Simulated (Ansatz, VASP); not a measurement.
**La3Sb in VASP and in Ansatz**

```
Sb La
1.0
     4.64712    0.00000    0.00000
     0.00000    4.64712    0.00000
     0.00000    0.00000    4.64712
Sb La
1 3
Direct
  0.00000 0.00000 0.00000
  0.00000 0.50000 0.50000
  0.50000 0.00000 0.50000
  0.50000 0.50000 0.00000
```

Alike in both runs: task single point; functional r2SCAN; k mesh 7 × 7 × 7; occupations fermi-dirac, width 0.05 eV; no spin polarisation; Hubbard terms La f U = 5.0 eV.

|  | VASP | Ansatz |
| --- | --- | --- |
| version | VASP 6.6.1 | Ansatz 0.2.0 |
| potentials or method | VASP PAW PBE potentials, release 64 (Sb, La) | PAW with Ansatz's default frozen-core files, scalar-relativistic |
| plane-wave cutoff (eV) | 520 | 500 |
| valence electrons in the cell | 38 | 48 |

Ansatz gave:

* gap on the k mesh at the Fermi level (eV): none
* pressure (GPa): 20.8

Task: What did VASP give for the same quantities?

Result: gap on the k mesh at the Fermi level (eV): none; pressure (GPa): 20.7.

VASP's potentials were made for PBE, not for r2SCAN. The programs project onto different local orbitals, so the same U acts differently, and such runs can settle in different states. A gap of «none» marks a metal or a gap that the smearing closes. VASP's potentials hold 38 valence electrons a cell and Ansatz's 48, so a difference there can come from the potentials and not from the codes. Ansatz's warnings: filled band counts differ across k points.

Spin-orbit coupling is off throughout.
